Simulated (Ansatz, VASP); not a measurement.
**InP: VASP beside Ansatz**

```xyz
2
Lattice="0.0000 2.9685 2.9685 2.9685 0.0000 2.9685 2.9685 2.9685 0.0000" Properties=species:S:1:pos:R:3 pbc="T T T"
In    0.0000    0.0000    0.0000
P     1.4843    1.4843    1.4843
```

Alike in both runs: task relaxation of cell and atoms; functional PBE; k mesh 11 × 11 × 11; occupations fermi-dirac, width 0.1 eV; no spin polarisation.

```csv
,VASP,Ansatz
version,VASP 6.6.1,Ansatz 0.2.0
potentials or method,"VASP PAW PBE potentials, release 64 (In_d, P)","PAW with Ansatz's default frozen-core files, scalar-relativistic"
plane-wave cutoff (eV),600,420
valence electrons in the cell,18,18
```

VASP gave:

- relaxed volume (Å³/atom): 26.45
- relaxed cell length with the largest relative difference (Å): 4.214

Problem. Estimate Ansatz's values.

Solution. Relaxed volume (Å³/atom): 26.46; relaxed cell length with the largest relative difference (Å): 4.214.
